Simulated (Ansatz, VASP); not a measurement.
**LuBe in VASP and in Ansatz**

```xyz
2
Lattice="3.3204 0.0000 0.0000 0.0000 3.3204 0.0000 0.0000 0.0000 3.3204" Properties=species:S:1:pos:R:3 pbc="T T T"
Lu    0.0000    0.0000    0.0000
Be    1.6602    1.6602    1.6602
```

Alike in both runs: functional RPBE; k mesh 8 × 8 × 8; occupations fermi-dirac, width 0.05 eV; no spin polarisation.

|  | VASP | Ansatz |
| --- | --- | --- |
| version | VASP 6.6.1 | Ansatz 0.2.0 |
| potentials or method | VASP PAW PBE potentials, release 64 (Lu, Be) | Ansatz PAW |
| plane-wave cutoff (eV) | 520 | 420 |
| valence electrons in the cell | 27 | 27 |
| task | single point | band structure |

```tsv
	VASP	Ansatz	Ansatz less VASP
gap on the k mesh at the Fermi level (eV)	none	none	-
pressure (GPa)	2.5	2.3	-0.16
```

VASP's potentials were made for PBE, not for RPBE. A gap of «none» marks a metal or a gap that the smearing closes. With one functional, cell and mesh, what is left measures potentials, basis and numerics.

Neither program's run includes spin-orbit coupling.
